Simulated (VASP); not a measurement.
MgO, 2 atoms in the cell. It takes space group Fm-3m (No. 225, cubic). Conventional cell: a = 4.212 Å, b = 4.212 Å, c = 4.212 Å, α = 90.00°, β = 90.00°, γ = 90.00°. Mg (site symmetry m-3m) has 6 O at 2.11 Å within 2.8 Å. Within 2.8 Å of O (site symmetry m-3m) lie 6 Mg at 2.11 Å. 

| Item | Value |
| --- | --- |
| Program | VASP 6.6.1 |
| Task | single point |
| Functional | LDA |
| Potentials or basis | VASP PAW LDA potentials, release 64 (Mg_sv, O) |
| Cutoff | 840 eV |
| k mesh | 8 × 8 × 8 |
| Occupations | fermi-dirac, width 0.02 eV |
| Spin | no spin polarisation |
| Dipole correction | no |
| Further INCAR settings | ALGO = Normal; EDIFF = 1e-06; NBANDS = 15 |

Potentials or basis: VASP PAW LDA potentials, release 64 (Mg_sv, O).

Launch:

```sh
$ cat potpaw_LDA.64/Mg_sv/POTCAR potpaw_LDA.64/O/POTCAR > POTCAR
$ mpirun -np 1 vasp_std > vasp.out
```

Hardware: 1 thread of Intel(R) Xeon(R) Platinum 8375C CPU @ 2.90GHz (Ice Lake), on a shared host.

**Question.** How long does it take, and how much memory?

**Answer.** It took 19 s on 1 thread of Intel(R) Xeon(R) Platinum 8375C CPU @ 2.90GHz (Ice Lake), on a shared host, peak memory 0.14 GiB. Counts: scf iterations 12, k points 29.
